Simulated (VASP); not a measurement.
PbS (rocksalt type):

```
CELL_PARAMETERS angstrom
0.00000 2.69344 2.69344
2.69344 0.00000 2.69344
2.69344 2.69344 0.00000
ATOMIC_POSITIONS crystal
Pb 0.00000 0.00000 0.00000
S 0.50000 0.50000 0.50000
```

```yaml
Program: VASP 6.6.1
Task: relaxation of cell and atoms
Functional: PBE
Potentials_or_basis: VASP PAW PBE potentials, release 64 (Pb_d, S)
Cutoff: 600 eV
k_mesh: 13 × 13 × 13
Occupations: fermi-dirac, width 0.08 eV
Spin: no spin polarisation
```

At the start: pressure 34.4 GPa; volume 19.54 Å³/atom.

Q: How do energy, volume and symmetry change on relaxing?

A: Over 3 steps the energy falls by 611.4 meV/atom and the volume is 27.09 Å³/atom (+38.6 %); space group Fm-3m (No. 225, to 0.05 Å).

Step by step:
```
step  energy change (eV)  largest force (eV/Å)  pressure (GPa)  volume (Å³)
   1              0.0000                0.0000           34.35        39.08
   2             -0.8431                0.0000           -7.23        67.89
   3             -1.2227                0.0000            0.01        54.18
```

Final structure:
```cif
data_structure
_symmetry_space_group_name_H-M 'P 1'
_symmetry_Int_Tables_number 1
_cell_length_a 4.2474
_cell_length_b 4.2474
_cell_length_c 4.2474
_cell_angle_alpha 60.000
_cell_angle_beta 60.000
_cell_angle_gamma 60.000
_cell_volume 54.18
loop_
_atom_site_label
_atom_site_type_symbol
_atom_site_fract_x
_atom_site_fract_y
_atom_site_fract_z
_atom_site_occupancy
Pb1 Pb 0.00000 0.00000 0.00000 1
S1 S 0.50000 0.50000 0.50000 1
```

Caveat: the volume moved by over 15 % at a fixed basis, so the end points are rough.
